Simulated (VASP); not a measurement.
# TiAl (P-6m2) in VASP: notebook, part 2 of 2

VASP 6.6.1.

### Step 5. Overview

| task | level | potentials or basis | cell | cutoff (eV) | gap on the mesh (eV) | pressure (GPa) |
| --- | --- | --- | --- | --- | --- | --- |
| single point | BLYP | VASP PAW PBE potentials, release 64 (Ti_sv, Al) | a = 2.914, b = 2.914, c = 4.681 Å, angles 90.0, 90.0, 120.0°, 2 atoms | 520 | none | 0.2 |
| single point | r2SCAN | VASP PAW PBE potentials, release 64 (Ti_sv, Al) | a = 2.874, b = 2.874, c = 4.620 Å, angles 90.0, 90.0, 120.0°, 2 atoms | 520 | none | 0.1 |
| relaxation of cell and atoms | LDA | VASP PAW LDA potentials, release 64 (Ti_sv, Al) | relaxed from a = 2.867, b = 2.867, c = 4.678 Å, angles 90.0, 90.0, 120.0°, 2 atoms | 600 | none | -0.1 |

Alike in all rows: no spin polarisation; k mesh 11 × 11 × 6; smearing fermi-dirac 0.05 eV.

Caveats: the PAW data sets were made with another functional, which shifts forces and pressure a little (at least some runs).

Absolute energies hang on the potentials; compare differences alone.
